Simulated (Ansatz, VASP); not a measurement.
**GaN in VASP and in Ansatz**

File INCAR:

```
PREC = Accurate
ENCUT = 520
EDIFF = 1E-7
ISMEAR = 0
SIGMA = 0.05
LREAL = False
LASPH = True
NELM = 80
ALGO = Normal
ISIF = 2
LWAVE = False
LCHARG = True
GGA = PE
LELF = True
LVHAR = True
NBANDS = 16
```

KPOINTS

```
regular mesh
0
Gamma
  10 10 10
```

File POSCAR:

```
GaN
1.0
    0.0000000000      2.2742384928      2.2742384928
    2.2742384928      0.0000000000      2.2742384928
    2.2742384928      2.2742384928      0.0000000000
Ga N
1 1
Direct
    0.0026500515     -0.0026500515      0.0026500515
    0.7368087713      0.7631912287      0.7368087713
```

Input for Ansatz:

```yaml
crystal:
  lattice:
    - [0.0, 2.2742384928, 2.2742384928]
    - [2.2742384928, 0.0, 2.2742384928]
    - [2.2742384928, 2.2742384928, 0.0]
  atoms:
    - { symbol: Ga, position: [0.0026500515, -0.0026500515, 0.0026500515] }
    - { symbol: "N", position: [0.7368087713, 0.7631912287, 0.7368087713] }
basis:
  ecutwfc: 420
kpoints:
  mp_grid: { grid: [10, 10, 10] }
hamiltonian:
  xc: pbe
scf:
  occupations: { method: gaussian, width: 0.05 }
output:
  forces: true
  stress: true
  eigenvalues: true
```

Change from the starting cell: mode 4 (516.3 1/cm) frozen in, largest displacement -0.060 Å.

Alike in both runs: task single point; functional PBE; k mesh 10 × 10 × 10; occupations gaussian, width 0.05 eV; no spin polarisation.

```csv
,VASP,Ansatz
version,VASP 6.6.1,Ansatz 0.2.0
potentials or method,"VASP PAW PBE potentials, release 64 (Ga_d, N), cutoff 520 eV","scalar-relativistic, plane waves, PAW"
valence electrons in the cell,18,18
```

```csv
,VASP,Ansatz,Ansatz less VASP
gap on the k mesh at the Fermi level (eV),1.42,1.42,-0.005
least direct gap on the mesh (eV),1.42,1.42,-0.005
pressure (GPa),0.5,0.5,-0.06
"traceless stress, the component that is largest in VASP (GPa)",-3.47,-3.55,-0.080
rms of the force components (eV/Å),0.467,0.473,+0.0063
```

Atom by atom the forces differ by 0.006 eV/Å (rms over components).
